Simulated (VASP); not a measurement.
# TiSi2 (Fddd) in VASP: single point with PBEsol

Aim: the single point of TiSi2 with PBEsol.

Everything below comes from runs of VASP 6.6.1. Logs are shortened: lines on timing, memory, paths and dates and some standing lists are left out, and cuts for length are marked.

## (1) The cell of the first run

Symmetry: Fddd, No. 70, orthorhombic system. Conventional cell: a = 4.762 Å, b = 8.182 Å, c = 8.496 Å, α = 90.00°, β = 90.00°, γ = 90.00°. Within 3.3 Å of Ti (site symmetry 222) lie 10 Si at 2.54 to 2.75 Å and 4 Ti at 3.18 Å. Si (site symmetry 2) has 9 Si at 2.52 to 3.18 Å and 5 Ti at 2.54 to 2.75 Å within 3.3 Å.

## (2) Single point, PBEsol

The input, INCAR:

```
SYSTEM = TiSi2
PREC = Accurate ; ENCUT = 520
EDIFF = 1E-7 ; ISMEAR = 0
SIGMA = 0.1 ; LREAL = .False.
LASPH = .True. ; NELM = 80
ALGO = Normal ; ISIF = 2
LWAVE = .False. ; LCHARG = .False.
GGA = PS ; NBANDS = 29
```

The input, KPOINTS:

```
Automatic mesh
0
Gamma
  10 10 10
  0 0 0
```

The input, POSCAR:

```
TiSi2
1.0
    0.0000000000      4.0909027036      4.2481729782
    2.3809165549      0.0000000000      4.2481729782
    2.3809165549      4.0909027036      0.0000000000
Ti Si
2 4
Direct
    0.7500000000      0.7500000000      0.7500000000
    0.5000000000      0.5000000000      0.5000000000
    0.0862249069      0.4137750931      0.0862249069
    0.4137750931      0.0862249069      0.4137750931
    0.1637750931      0.8362249069      0.1637750931
    0.8362249069      0.1637750931      0.8362249069
```

Potentials or basis: VASP PAW PBE potentials, release 64 (Ti_sv, Si).

Launch:

```
$ cat potpaw_PBE.64/Ti_sv/POTCAR potpaw_PBE.64/Si/POTCAR > POTCAR
$ mpirun -np 1 vasp_std > vasp.out
```

OUTCAR:

```text
SYSTEM = TiSi2
   PREC = Accurate
   ENCUT = 520
   EDIFF = 1E-7
   ISMEAR = 0
   LREAL = .False.
   LASPH = .True.
   NELM = 80
   ISIF = 2
   GGA = PS

 ion  position               nearest neighbor table
   1  0.750  0.750  0.750-   6 2.54   5 2.54   6 2.54   5 2.54   4 2.73   4 2.73   3 2.73   3 2.73
                             3 2.75   4 2.75
   2  0.500  0.500  0.500-   3 2.54   4 2.54   3 2.54   4 2.54   5 2.73   5 2.73   6 2.73   6 2.73
                             5 2.75   6 2.75
   3  0.086  0.414  0.086-   5 2.52   5 2.52   2 2.54   2 2.54   4 2.68   1 2.73   1 2.73   1 2.75
                             4 2.77   4 2.77
   4  0.414  0.086  0.414-   6 2.52   6 2.52   2 2.54   2 2.54   3 2.68   1 2.73   1 2.73   1 2.75
                             3 2.77   3 2.77
   5  0.164  0.836  0.164-   3 2.52   3 2.52   1 2.54   1 2.54   6 2.68   2 2.73   2 2.73   2 2.75
                             6 2.77   6 2.77
   6  0.836  0.164  0.836-   4 2.52   4 2.52   1 2.54   1 2.54   5 2.68   2 2.73   2 2.73   2 2.75
                             5 2.77   5 2.77

  LATTYP: Found a face centered orthorhombic cell.
 ALAT       =     4.7618331098
 B/A-ratio  =     1.7182049892
 C/A-ratio  =     1.7842594985

  Lattice vectors:

 A1 = (   0.0000000000,   4.0909027036,   4.2481729782)
 A2 = (   2.3809165549,   0.0000000000,   4.2481729782)
 A3 = (   2.3809165549,   4.0909027036,   0.0000000000)

Analysis of symmetry for initial positions (statically):
=====================================================================
 Subroutine PRICEL returns:
 Original cell was already a primitive cell.

 Routine SETGRP: Setting up the symmetry group for a
 face centered orthorhombic supercell.

 Subroutine GETGRP returns: Found  8 space group operations
 (whereof  4 operations were pure point group operations)
 out of a pool of  8 trial point group operations.

The static configuration has the point symmetry D_2 .
 The point group associated with its full space group is D_2h.

Analysis of symmetry for dynamics (positions and initial velocities):
=====================================================================
 Subroutine PRICEL returns:
 Original cell was already a primitive cell.

 Routine SETGRP: Setting up the symmetry group for a
 face centered orthorhombic supercell.

 Subroutine GETGRP returns: Found  8 space group operations
 (whereof  4 operations were pure point group operations)
 out of a pool of  8 trial point group operations.

The dynamic configuration has the point symmetry D_2 .
 The point group associated with its full space group is D_2h.
[... 111 lines left out ...]
   IBRION =     -1    ionic relax: 0-MD 1-quasi-New 2-CG
   NFREE  =      0    steps in history (QN), initial steepest desc. (CG)
   ISIF   =      2    stress and relaxation
   ISYM   =      2    0-nonsym 1-usesym 2-fastsym
   POTIM  = 0.5000    time-step for ionic-motion
   TEBEG  =    0.0;   TEEND  =   0.0 temperature during run
   PSTRESS=    0.0 pullay stress
   NELECT =      40.0000    total number of electrons
   NUPDOWN=      -1.0000    fix difference up-down
   EMIN   =  10.00;   EMAX   =-10.00  energy-range for DOS
   EFERMI =   0.00;   METHOD = LEGACY
   ISMEAR =     0;   SIGMA  =   0.10  broadening in eV -4-tet -1-fermi 0-gaus
   EFERMI_NEDOS =   21; number of points for ismear=-14 and -15
   IALGO  =     38    algorithm
   IMIX   =      4    mixing-type and parameters
     AMIX     =   0.40;   BMIX     =  1.00
     AMIX_MAG =   1.60;   BMIX_MAG =  1.00
  volume/ion in A,a.u.               =      13.79        93.08
  Fermi-wavevector in a.u.,A,eV,Ry     =   1.284783  2.427887 22.458680  1.650666
  Thomas-Fermi vector in A             =   2.416956
   LORBIT       =      0    0 simple, 1 ext, 2 COOP (PROOUT), +10 PAW based schemes
   GGA     = PS    functional components
   LHFCALC =     F    Hartree Fock is set to
   AEXX    =    0.0000 exact exchange contribution
   IVDW    =     0    specifies the selected vdW correction
   LEPSILON=     F    determine dielectric tensor
   LRPA    =     F    only Hartree local field effects (RPA)
 non-spin polarized calculation
 Gauss-broadening in eV      SIGMA  =   0.10
  energy-cutoff  :      520.00
  volume of cell :       82.76
 maximum number of plane-waves:      2264
 NGX is ok and might be reduce to    48
   NGX = 21   NGY = 19   NGZ = 17

 number of electron      40.0000004 magnetization

 Free energy of the ion-electron system (eV)
  ---------------------------------------------------
  ext. energy  EPLUGINS =         0.00000000
  ---------------------------------------------------
  free energy    TOTEN  =       -43.68582464 eV

  energy without entropy =      -43.67505097  energy(sigma->0) =      -43.68043780

 E-fermi :  10.2645     XC(G=0): -11.8839

 val. band max:       10.2608613338   @ k =   0.0000   0.2000   0.2000
 cond. band min:      10.2665828172   @ k =   0.0000   0.2000   0.2000
 fundamental gap:      0.0057214834
 Fermi energy:        10.2645361647

 k-point     1 :       0.0000    0.0000    0.0000
  band No.  band energies     occupation
      1     -45.7006      2.00000
      2     -45.6692      2.00000
      3     -22.2011      2.00000
      4     -22.1813      2.00000
      5     -22.1023      2.00000
      6     -22.0863      2.00000
[... 757 lines left out ...]
     28      14.3949      0.00000
     29      14.5131      0.00000

 [... further k-points ...]

------------------------ aborting loop because EDIFF is reached ----------------------------------------

  FORCE on cell =-STRESS in cart. coord.  units (eV):
  Direction    XX          YY          ZZ          XY          YZ          ZX
  --------------------------------------------------------------------------------------
  -------------------------------------------------------------------------------------
  Total        0.0565737      0.0545915      0.0870753      0.0000000      0.0000000      0.0000000
  in kB        1.0952920      1.0569158      1.6858154      0.0000000      0.0000000      0.0000000
  external PRESSURE =       1.2793411 kB  Pullay stress =       0.0000000 kB

 VOLUME and BASIS-vectors are now :
 -----------------------------------------------------------------------------
  energy-cutoff  :      520.00
  volume of cell :       82.76
      direct lattice vectors                 reciprocal lattice vectors
     0.000000000  4.090902704  4.248172978    -0.210003160  0.122222413  0.117697656
     2.380916555  0.000000000  4.248172978     0.210003160 -0.122222413  0.117697656
     2.380916555  4.090902704  0.000000000     0.210003160  0.122222413 -0.117697656

 POSITION                                       TOTAL-FORCE (eV/Angst)
 -----------------------------------------------------------------------------------
      3.57137      6.13635      6.37226         0.000000      0.000000     -0.000000
      2.38092      4.09090      4.24817        -0.000000      0.000000     -0.000000
      1.19046      0.70548      2.12409        -0.000000     -0.003996      0.000000
      1.19046      3.38543      2.12409        -0.000000      0.003996      0.000000
      2.38092      1.33998      4.24817        -0.000000      0.003996      0.000000
      2.38092      6.84183      4.24817        -0.000000     -0.003996      0.000000
 -----------------------------------------------------------------------------------
    total drift:                               -0.000000     -0.000000     -0.000000

  FREE ENERGIE OF THE ION-ELECTRON SYSTEM (eV)
  ---------------------------------------------------
  free  energy   TOTEN  =       -43.6858246385 eV

  energy  without entropy=      -43.6750509668  energy(sigma->0) =      -43.68043780
```

Wall time 11 min (1 thread of Intel Xeon 8259CL, shared host); peak memory 0.47 GiB.

What came out:

```
Free energy            : -43.6858 eV
Pressure               : 0.1 GPa
Largest force          : 0.004 eV/Å
Band gap on the k mesh : zero (bands 20 and 21 overlap by 1.88 eV)
```

Forces on the atoms (eV/Å):
```
Ti   0.000  0.000  0.000
Ti   0.000  0.000  0.000
Si   0.000 -0.004  0.000
Si   0.000  0.004  0.000
Si   0.000  0.004  0.000
Si   0.000 -0.004  0.000
```

Levels at points of the mesh, in eV from the Fermi level:
| k point | band 16 | band 17 | band 18 | band 19 | band 20 | band 21 | band 22 | band 23 | band 24 | band 25 |
| --- | --- | --- | --- | --- | --- | --- | --- | --- | --- | --- |
| (0.00, 0.00, 0.00) | -2.54 | -2.30 | -2.02 | -1.76 | -1.38 | -0.94 | 2.09 | 3.19 | 3.44 | 3.46 |
| (0.50, 0.00, 0.00) | -2.47 | -1.96 | -1.08 | -0.03 | 0.15 | 1.04 | 1.40 | 1.74 | 2.29 | 2.71 |
| (0.50, 0.50, 0.00) | -2.98 | -1.56 | -1.56 | -1.00 | -1.00 | 0.77 | 0.77 | 3.30 | 3.30 | 3.53 |
| (0.50, 0.00, 0.50) | -2.39 | -2.37 | -2.37 | -0.87 | -0.87 | 1.31 | 1.31 | 3.37 | 3.37 | 3.47 |
| (0.00, 0.50, 0.50) | -1.25 | -1.17 | -1.17 | -0.64 | -0.64 | 0.87 | 0.87 | 2.34 | 2.34 | 3.19 |

Caveat: the PAW data sets were made with another functional, which shifts forces and pressure a little.
